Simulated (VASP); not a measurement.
# BP (l.bB) (F-43m) in VASP: further runs

Runs on BP (l.bB). Level: LDA. Tasks: single point, relaxation of cell and atoms.

All numbers are computed with VASP 6.6.1; they aren't measurements. Logs are shortened: lines on timing, memory, paths and dates and some standing lists are left out, and cuts for length are marked.

**1. The cell of the first run**

Symmetry: F-43m, No. 216, cubic system. Conventional cell: a = 4.491 Å, b = 4.491 Å, c = 4.491 Å, α = 90.00°, β = 90.00°, γ = 90.00°. B (site symmetry -43m) has 4 P at 1.94 Å within 2.6 Å. P (site symmetry -43m) has 4 B at 1.94 Å within 2.6 Å.

**2. Single point, LDA**

INCAR reads:

```
SYSTEM = BP
ALGO = Normal
EDIFF = 1E-6
ENCUT = 500
GGA = CA
GGA_COMPAT = .False.
ISIF = 2
ISMEAR = 0
LASPH = .True.
LCHARG = .False.
LREAL = .False.
LWAVE = .False.
NBANDS = 11
NELM = 120
PREC = Accurate
SIGMA = 0.02
```

KPOINTS reads:

```
k-points
0
Gamma
  10 10 10
  0 0 0
```

POSCAR reads:

```
BP
1.0
    0.0000000000      2.2453790265      2.2453790265
    2.2453790265      0.0000000000      2.2453790265
    2.2453790265      2.2453790265      0.0000000000
B P
1 1
Direct
    0.0000000000      0.0000000000      0.0000000000
    0.2500000000      0.2500000000      0.2500000000
```

Potentials or basis: VASP PAW LDA potentials, release 64 (B, P).

The run is started by

```
cat potpaw_LDA.64/B/POTCAR potpaw_LDA.64/P/POTCAR > POTCAR
mpirun -np 1 vasp_std > vasp.out
```

OUTCAR:

```text
SYSTEM = BP
   EDIFF = 1E-6
   ENCUT = 500
   GGA = CA
   ISIF = 2
   ISMEAR = 0
   LASPH = .True.
   LREAL = .False.
   NELM = 120
   PREC = Accurate

 ion  position               nearest neighbor table
   1  0.000  0.000  0.000-   2 1.94   2 1.94   2 1.94   2 1.94
   2  0.250  0.250  0.250-   1 1.94   1 1.94   1 1.94   1 1.94

  LATTYP: Found a face centered cubic cell.
 ALAT       =     4.4907580530

  Lattice vectors:

 A1 = (   0.0000000000,   2.2453790265,   2.2453790265)
 A2 = (   2.2453790265,   0.0000000000,   2.2453790265)
 A3 = (   2.2453790265,   2.2453790265,   0.0000000000)

Analysis of symmetry for initial positions (statically):
=====================================================================
 Subroutine PRICEL returns:
 Original cell was already a primitive cell.

 Routine SETGRP: Setting up the symmetry group for a
 face centered cubic supercell.

 Subroutine GETGRP returns: Found 24 space group operations
 (whereof 24 operations were pure point group operations)
 out of a pool of 48 trial point group operations.

The static configuration has the point symmetry T_d .

Analysis of symmetry for dynamics (positions and initial velocities):
=====================================================================
 Subroutine PRICEL returns:
 Original cell was already a primitive cell.

 Routine SETGRP: Setting up the symmetry group for a
 face centered cubic supercell.

 Subroutine GETGRP returns: Found 24 space group operations
 (whereof 24 operations were pure point group operations)
 out of a pool of 48 trial point group operations.

The dynamic configuration has the point symmetry T_d .

 Subroutine INISYM returns: Found 24 space group operations
 (whereof 24 operations are pure point group operations),
 and found     1 'primitive' translations

----------------------------------------------------------------------------------------

                                     Primitive cell

  volume of cell :      22.6412

  direct lattice vectors                    reciprocal lattice vectors
     0.000000000  2.245379027  2.245379027    -0.222679554  0.222679554  0.222679554
     2.245379027  0.000000000  2.245379027     0.222679554 -0.222679554  0.222679554
     2.245379027  2.245379027  0.000000000     0.222679554  0.222679554 -0.222679554

  length of vectors
     3.175445472  3.175445472  3.175445472     0.385692301  0.385692301  0.385692301

  position of ions in fractional coordinates (direct lattice)
     0.000000000  0.000000000  0.000000000
     0.250000000  0.250000000  0.250000000

  ion indices of the primitive-cell ions
   primitive index   ion index
                 1           1
                 2           2

----------------------------------------------------------------------------------------

 KPOINTS: k-points

Automatic generation of k-mesh.
 Grid dimensions read from file:
 generate k-points for:   10   10   10

 Generating k-lattice:

  Cartesian coordinates                     Fractional coordinates (reciprocal lattice)
    -0.022267955  0.022267955  0.022267955     0.100000000  0.000000000  0.000000000
     0.022267955 -0.022267955  0.022267955     0.000000000  0.100000000  0.000000000
     0.022267955  0.022267955 -0.022267955     0.000000000  0.000000000  0.100000000

  Length of vectors
     0.038569230  0.038569230  0.038569230

  Shift w.r.t. Gamma in fractional coordinates (k-lattice)
     0.000000000  0.000000000  0.000000000

 Subroutine IBZKPT returns following result:
 ===========================================

 Found     47 irreducible k-points:

 Following reciprocal coordinates:
            Coordinates               Weight
  0.000000  0.000000  0.000000      1.000000
  0.100000  0.000000  0.000000      8.000000
  0.200000  0.000000  0.000000      8.000000
  0.300000  0.000000  0.000000      8.000000
  0.400000  0.000000  0.000000      8.000000
  0.500000  0.000000  0.000000      4.000000
[... 16 lines left out ...]
  0.300000  0.300000  0.000000      6.000000
  0.400000  0.300000  0.000000     24.000000
 [... further k-points ...]
   k-points           NKPTS =     47   k-points in BZ     NKDIM =     47   number of bands    NBANDS=     11
   number of dos      NEDOS =    301   number of ions     NIONS =      2
   total plane-waves  NPLWV =  13824
   dimension x,y,z NGX =    24 NGY =   24 NGZ =   24
   dimension x,y,z NGXF=    48 NGYF=   48 NGZF=   48
   ions per type =               1   1
   NGX,Y,Z   is equivalent  to a cutoff of  12.56, 12.56, 12.56 a.u.
   NGXF,Y,Z  is equivalent  to a cutoff of  25.13, 25.13, 25.13 a.u.
 SYSTEM =  BP
   PREC   = accura    normal or accurate (medium, high low for compatibility)
   ISTART =      0    job   : 0-new  1-cont  2-samecut
   ICHARG =      2    charge: 1-file 2-atom 10-const
   ISPIN  =      1    spin polarized calculation?
   LNONCOLLINEAR =      F non collinear calculations
   LSORBIT =      F    spin-orbit coupling
   LASPH  =      T    aspherical Exc in radial PAW
   ENCUT  =  500.0 eV  36.75 Ry    6.06 a.u.   5.79  5.79  5.79*2*pi/ulx,y,z
   NELM   =    120;   NELMIN=  2; NELMDL= -5     # of ELM steps
   EDIFF  = 0.1E-05   stopping-criterion for ELM
   LREAL  =      F    real-space projection
   EDIFFG = 0.1E-04   stopping-criterion for IOM
   NSW    =      0    number of steps for IOM
   IBRION =     -1    ionic relax: 0-MD 1-quasi-New 2-CG
   NFREE  =      0    steps in history (QN), initial steepest desc. (CG)
   ISIF   =      2    stress and relaxation
   ISYM   =      2    0-nonsym 1-usesym 2-fastsym
   POTIM  = 0.5000    time-step for ionic-motion
   TEBEG  =    0.0;   TEEND  =   0.0 temperature during run
   PSTRESS=    0.0 pullay stress
   NELECT =       8.0000    total number of electrons
   NUPDOWN=      -1.0000    fix difference up-down
   EMIN   =  10.00;   EMAX   =-10.00  energy-range for DOS
   EFERMI =   0.00;   METHOD = LEGACY
   ISMEAR =     0;   SIGMA  =   0.02  broadening in eV -4-tet -1-fermi 0-gaus
   EFERMI_NEDOS =   21; number of points for ismear=-14 and -15
   IALGO  =     38    algorithm
   IMIX   =      4    mixing-type and parameters
     AMIX     =   0.40;   BMIX     =  1.00
     AMIX_MAG =   1.60;   BMIX_MAG =  1.00
  volume/ion in A,a.u.               =      11.32        76.40
  Fermi-wavevector in a.u.,A,eV,Ry     =   1.157369  2.187110 18.225044  1.339503
  Thomas-Fermi vector in A             =   2.293981
   LORBIT       =      0    0 simple, 1 ext, 2 COOP (PROOUT), +10 PAW based schemes
   GGA     = CA    functional components
   LHFCALC =     F    Hartree Fock is set to
   AEXX    =    0.0000 exact exchange contribution
   IVDW    =     0    specifies the selected vdW correction
   LEPSILON=     F    determine dielectric tensor
   LRPA    =     F    only Hartree local field effects (RPA)
 non-spin polarized calculation
 Gauss-broadening in eV      SIGMA  =   0.02
  energy-cutoff  :      500.00
  volume of cell :       22.64
 maximum number of plane-waves:       589
   NGX = 11   NGY = 11   NGZ = 11

 number of electron       8.0000001 magnetization

 Free energy of the ion-electron system (eV)
  ---------------------------------------------------
  ext. energy  EPLUGINS =         0.00000000
  ---------------------------------------------------
  free energy    TOTEN  =       -14.39907484 eV

  energy without entropy =      -14.39907484  energy(sigma->0) =      -14.39907484

 E-fermi :   7.8948     XC(G=0): -11.2180

 val. band max:        7.7847054926   @ k =   0.0000   0.0000   0.0000
 cond. band min:       8.9356051286   @ k =   0.4000   0.4000   0.0000
 fundamental gap:      1.1508996360
 Fermi energy:         7.8948318044

 k-point     1 :       0.0000    0.0000    0.0000
  band No.  band energies     occupation
      1      -7.8849      2.00000
      2       7.7847      2.00000
      3       7.7847      2.00000
      4       7.7847      2.00000
      5      11.2133      0.00000
      6      11.2133      0.00000
      7      11.2133      0.00000
      8      15.6365      0.00000
      9      19.2649      0.00000
     10      20.0592      0.00000
     11      20.0592      0.00000

 k-point     2 :       0.1000    0.0000    0.0000
  band No.  band energies     occupation
      1      -7.7003      2.00000
      2       6.4707      2.00000
      3       7.4831      2.00000
      4       7.4831      2.00000
      5      11.6306      0.00000
      6      11.6306      0.00000
      7      11.6711      0.00000
      8      16.1094      0.00000
      9      19.3207      0.00000
     10      19.3207      0.00000
     11      19.8450      0.00000

 k-point     3 :       0.2000    0.0000    0.0000
  band No.  band energies     occupation
      1      -7.1529      2.00000
      2       4.0938      2.00000
      3       6.9138      2.00000
      4       6.9138      2.00000
      5      11.9280      0.00000
      6      12.3573      0.00000
      7      12.3573      0.00000
      8      17.1239      0.00000
      9      18.6851      0.00000
     10      18.6851      0.00000
     11      20.7412      0.00000

 k-point     4 :       0.3000    0.0000    0.0000
  band No.  band energies     occupation
      1      -6.2710      2.00000
      2       1.6870      2.00000
      3       6.4179      2.00000
      4       6.4179      2.00000
      5      11.8817      0.00000
      6      12.6673      0.00000
      7      12.6673      0.00000
      8      17.8200      0.00000
      9      19.2822      0.00000
     10      19.2822      0.00000
     11      21.0924      0.00000

 k-point     5 :       0.4000    0.0000    0.0000
  band No.  band energies     occupation
      1      -5.1625      2.00000
      2      -0.3902      2.00000
      3       6.1045      2.00000
      4       6.1045      2.00000
      5      11.7933      0.00000
      6      12.5723      0.00000
      7      12.5723      0.00000
      8      17.8814      0.00000
      9      21.0218      0.00000
     10      21.0218      0.00000
     11      21.9855      0.00000
[... 211 lines left out ...]
 k-point    21 :      -0.3000    0.2000    0.0000
  band No.  band energies     occupation
      1      -4.9384      2.00000
      2       0.7082      2.00000
      3       3.0243      2.00000
      4       5.8272      2.00000
      5      11.6670      0.00000
      6      13.9731      0.00000
      7      14.8129      0.00000
      8      17.2530      0.00000
      9      18.2063      0.00000
     10      20.5365      0.00000
     11      24.9169      0.00000

 k-point    22 :      -0.2000    0.2000    0.0000
  band No.  band energies     occupation
      1      -5.9722      2.00000
      2       2.5045      2.00000
      3       3.4960      2.00000
      4       6.5226      2.00000
      5      12.2934      0.00000
      6      13.1535      0.00000
      7      14.2593      0.00000
      8      16.2567      0.00000
      9      17.2929      0.00000
     10      21.4750      0.00000
     11      23.8436      0.00000

 k-point    23 :       0.3000    0.3000    0.0000
  band No.  band energies     occupation
      1      -5.7166      2.00000
      2       2.9888      2.00000
      3       4.4805      2.00000
      4       4.4805      2.00000
      5       9.2395      0.00000
      6      11.6003      0.00000
      7      16.7781      0.00000
      8      16.7781      0.00000
      9      21.1545      0.00000
     10      22.3596      0.00000
     11      24.4584      0.00000

 k-point    24 :       0.4000    0.3000    0.0000
  band No.  band energies     occupation
      1      -4.8677      2.00000
      2       1.6299      2.00000
      3       3.6236      2.00000
      4       4.1800      2.00000
      5       9.5242      0.00000
      6      11.3199      0.00000
      7      17.3990      0.00000
      8      17.4240      0.00000
      9      21.9852      0.00000
     10      23.2469      0.00000
     11      25.0857      0.00000

 [... further k-points ...]
[... 5 lines left out ...]
  --------------------------------------------------------------------------------------
  -------------------------------------------------------------------------------------
  Total       -0.0198469     -0.0198469     -0.0198469      0.0000000      0.0000000     -0.0000000
  in kB       -1.4044419     -1.4044419     -1.4044419      0.0000000      0.0000000     -0.0000000
  external PRESSURE =      -1.4044419 kB  Pullay stress =       0.0000000 kB

 VOLUME and BASIS-vectors are now :
 -----------------------------------------------------------------------------
  energy-cutoff  :      500.00
  volume of cell :       22.64
      direct lattice vectors                 reciprocal lattice vectors
     0.000000000  2.245379027  2.245379027    -0.222679554  0.222679554  0.222679554
     2.245379027  0.000000000  2.245379027     0.222679554 -0.222679554  0.222679554
     2.245379027  2.245379027  0.000000000     0.222679554  0.222679554 -0.222679554

 POSITION                                       TOTAL-FORCE (eV/Angst)
 -----------------------------------------------------------------------------------
      0.00000      0.00000      0.00000        -0.000000     -0.000000     -0.000000
      1.12269      1.12269      1.12269         0.000000      0.000000      0.000000
 -----------------------------------------------------------------------------------
    total drift:                                0.000000      0.000000      0.000000

  FREE ENERGIE OF THE ION-ELECTRON SYSTEM (eV)
  ---------------------------------------------------
  free  energy   TOTEN  =       -14.3990748395 eV

  energy  without entropy=      -14.3990748395  energy(sigma->0) =      -14.39907484
```

Wall time 8.1 s (1 thread of Intel Xeon 8259CL, shared host); peak memory 0.12 GiB.

Results:

```
Free energy            : -14.3991 eV
Pressure               : -0.1 GPa
Band gap on the k mesh : 1.15 eV, indirect (least direct gap 3.43 eV)
```

A k mesh can miss the band edges. LDA gaps usually lie below the measured ones, often by a third to a half.

**3. Single point, LDA**

INCAR reads:

```
ALGO     = Normal         # electronic algorithm
EDIFF    = 1E-6           # SCF threshold, eV
ENCUT    = 500            # plane-wave cutoff, eV
GGA      = CA             # functional
GGA_COMPAT= F            
ISIF     = 2              # what is computed and relaxed
ISMEAR   = 0              # smearing method
LASPH    = T              # aspherical terms in the spheres
LCHARG   = F              # write CHGCAR
LREAL    = F              # projectors in reciprocal space
LWAVE    = F              # write WAVECAR
NBANDS   = 11             # bands
NELM     = 120            # most SCF steps
PREC     = Accurate       # precision mode
SIGMA    = 0.02           # smearing width, eV
```

KPOINTS reads:

```
k-points
0
Gamma
  10 10 10
```

POSCAR is that of step 2.

Potentials or basis: VASP PAW LDA potentials, release 64 (B, P).

The run is started by

```
cat potpaw_LDA.64/B/POTCAR potpaw_LDA.64/P/POTCAR > POTCAR
mpirun -np 1 vasp_std > vasp.out
```

Wall time 8.6 s (1 thread of Intel Xeon 8259CL, shared host); peak memory 0.13 GiB.

It converged, with:

```yaml
Free_energy: -14.3991 eV
Pressure: -0.1 GPa
Band_gap_on_the_k_mesh: 1.15 eV, indirect (least direct gap 3.43 eV)
```

Levels at points of the mesh, in eV from the valence-band top:
```tsv
k point	band 1	band 2	band 3	band 4	band 5	band 6	band 7	band 8	band 9
(0.00, 0.00, 0.00)	-15.67	0.00	0.00	0.00	3.43	3.43	3.43	7.85	11.48
(0.50, 0.00, 0.00)	-12.22	-9.23	-1.79	-1.79	3.97	4.70	4.70	10.03	14.78
(0.50, 0.50, 0.00)	-10.67	-8.65	-4.22	-4.22	1.24	1.53	12.29	12.29	15.36
```

**4. Relaxation of cell and atoms, LDA**

This run uses another cell than the first one, of 11.54 Å³/atom, 1.020 times its volume.

INCAR reads:

```
SYSTEM = BP
PREC = Accurate
ENCUT = 500
EDIFF = 1E-7
ISMEAR = 0
SIGMA = 0.02
LREAL = .FALSE.
LASPH = .TRUE.
NELM = 120
ALGO = Normal
ISIF = 3
LWAVE = .FALSE.
LCHARG = .FALSE.
IBRION = 2
NSW = 100
EDIFFG = -0.002
GGA_COMPAT = .FALSE.
NELMIN = 4
```

KPOINTS reads:

```
Automatic mesh
0
G
  10 10 10
  0 0 0
```

POSCAR reads:

```
BP
1.0
    0.0000000000      2.2600000000      2.2600000000
    2.2600000000      0.0000000000      2.2600000000
    2.2600000000      2.2600000000      0.0000000000
B P
1 1
Direct
    0.0000000000      0.0000000000      0.0000000000
    0.2500000000      0.2500000000      0.2500000000
```

The run is started by

```
cat potpaw_LDA.64/B/POTCAR potpaw_LDA.64/P/POTCAR > POTCAR
mpirun -np 1 vasp_std > vasp.out
```

Run time: 14 s. Hardware: 1 thread of Intel Xeon 8259CL, shared host; peak memory 0.13 GiB.

It converged, with:

```yaml
Free_energy: -14.3993 eV
Relaxed_volume: 11.31 Å³/atom
Relaxed_cell: a = 3.175 Å, b = 3.175 Å, c = 3.175 Å, α = 60.00°, β = 60.00°, γ = 60.00°
Space_group_after_relaxing_to_0.05_Å: F-43m (No. 216)
Energy_gained_by_relaxing: 2.5 meV/atom
Ionic_steps: 3
Pressure_after_relaxing: 0.0 GPa
Band_gap_on_the_k_mesh: 1.15 eV, indirect (least direct gap 3.43 eV)
```

Step by step:
| step | energy change (eV) | largest force (eV/Å) | pressure (GPa) | volume (Å³) |
| --- | --- | --- | --- | --- |
| 1 | 0.0000 | 0.0000 | -3.42 | 23.09 |
| 2 | -0.0020 | 0.0000 | 2.82 | 22.27 |
| 3 | -0.0050 | 0.0000 | -0.01 | 22.62 |

Final structure:
```
B P
1.0
     0.00000    2.24481    2.24481
     2.24481    0.00000    2.24481
     2.24481    2.24481    0.00000
B P
1 1
Direct
  0.00000 0.00000 0.00000
  0.25000 0.25000 0.25000
```

Levels at points of the mesh, in eV from the valence-band top:
```csv
k point,band 1,band 2,band 3,band 4,band 5,band 6,band 7,band 8
"(0.00, 0.00, 0.00)",-15.68,0.00,0.00,0.00,3.43,3.43,3.43,7.86
"(0.50, 0.00, 0.00)",-12.22,-9.24,-1.79,-1.79,3.98,4.70,4.70,10.04
"(0.50, 0.50, 0.00)",-10.68,-8.65,-4.22,-4.22,1.24,1.53,12.30,12.30
```

A k mesh can miss the band edges.
